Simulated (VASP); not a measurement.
Set up this calculation in VASP 6.6.1, as the native input.

```
Task                   : single point
Functional             : PBE
Dispersion             : D4
Potentials or basis    : VASP PAW PBE potentials, release 64 (K_sv, Te, C)
Cutoff                 : 520 eV
k mesh                 : 12 × 12 × 4
Occupations            : gaussian, width 0.1 eV
Spin                   : no spin polarisation
Dipole correction      : no
Further INCAR settings : ALGO = Normal; EDIFF = 1e-06; NBANDS = 28
```

The structure of KTe2C4 lies in POSCAR:

```
KTe2C4
1.0
    4.1743731631      0.0000000000      0.0000000000
   -2.0871865815      3.6151132041      0.0000000000
    0.0000000000      0.0000000000      9.7869074636
K Te C
1 2 4
Direct
    0.0000000000      0.0000000000      0.0000000000
    0.0000000000      0.0000000000      0.6354865745
    0.0000000000      0.0000000000      0.3645134255
    0.3333333333      0.6666666667      0.0000000000
    0.6666666667      0.3333333333      0.0000000000
    0.3333333333      0.6666666667      0.5000000000
    0.6666666667      0.3333333333      0.5000000000
```

These files were run (other wordings do the same):

INCAR

```
PREC = Accurate
ENCUT = 520
EDIFF = 1E-6
ISMEAR = 0
SIGMA = 0.1
LREAL = False
LASPH = True
NELM = 100
ALGO = Normal
ISIF = 2
LWAVE = False
LCHARG = False
GGA = PE
IVDW = 13
NBANDS = 28
```

KPOINTS

```
regular mesh
0
Gamma
  12 12 4
```

Potentials or basis: VASP PAW PBE potentials, release 64 (K_sv, Te, C).

Run with:

```sh
$ cat potpaw_PBE.64/K_sv/POTCAR potpaw_PBE.64/Te/POTCAR potpaw_PBE.64/C/POTCAR > POTCAR
$ mpirun -np 1 vasp_std > vasp.out
```

It gave:

```
Pressure                   : -1.5 GPa
Band gap on the k mesh     : zero (an odd number of electrons rules out a gap without spin polarisation)
Dispersion energy per atom : -0.231 eV
```

Caveat: spin-orbit coupling is left out, which moves the levels of the heavy elements.

It took 110 s on 1 thread of Intel(R) Xeon(R) 6975P-C (Granite Rapids), on a shared host, peak memory 0.42 GiB.
